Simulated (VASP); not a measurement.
## In: single point with r2SCAN

Crystal: In.

```
In
1.0
     3.33548    0.00000    0.00000
    -1.66774    2.88862    0.00000
     0.00000    0.00000    5.50914
In
2
Direct
  0.33333 0.66667 0.25000
  0.66667 0.33333 0.75000
```

```yaml
Program: VASP 6.6.1
Task: single point
Functional: r2SCAN
Potentials_or_basis: VASP PAW PBE potentials, release 64 (In_d)
Cutoff: 520 eV
k_mesh: 8 × 8 × 4
Occupations: fermi-dirac, width 0.02 eV
Spin: no spin polarisation
Dipole_correction: no
Further_INCAR_settings: ALGO = Normal; EDIFF = 1e-06; NBANDS = 20
```

The pressure is -0.2 GPa and the band gap on the k mesh is zero (band 13 reaches 11.11 eV, above the bottom of band 14 at 4.55 eV).

Stress tensor (GPa, compression positive):
```
-0.81  0.00  0.00
 0.00 -0.81  0.00
 0.00  0.00  0.94
```

Levels at points of the mesh, in eV from the Fermi level:
| k point | band 9 | band 10 | band 11 | band 12 | band 13 | band 14 | band 15 | band 16 | band 17 | band 18 |
| --- | --- | --- | --- | --- | --- | --- | --- | --- | --- | --- |
| (0.00, 0.00, 0.00) | -15.03 | -15.03 | -10.06 | -4.74 | -3.68 | 8.74 | 8.74 | 10.63 | 10.63 | 10.76 |
| (0.50, 0.00, 0.00) | -15.00 | -14.97 | -5.16 | -4.41 | 0.08 | 0.20 | 0.77 | 2.98 | 4.20 | 7.79 |
| (0.00, 0.00, 0.50) | -15.10 | -15.10 | -8.64 | -8.64 | 2.95 | 2.95 | 9.81 | 9.81 | 9.81 | 9.81 |
| (0.50, 0.00, 0.50) | -14.98 | -14.98 | -3.81 | -3.81 | -2.90 | -2.90 | 5.79 | 5.79 | 6.29 | 6.29 |

It took 3.6 min on 1 thread of Intel Xeon 6975P-C (shared host), peak memory 0.19 GiB.

Caveat: the PAW data sets were made with another functional, which shifts forces and pressure a little; spin-orbit coupling is left out, which moves the levels of the heavy elements.
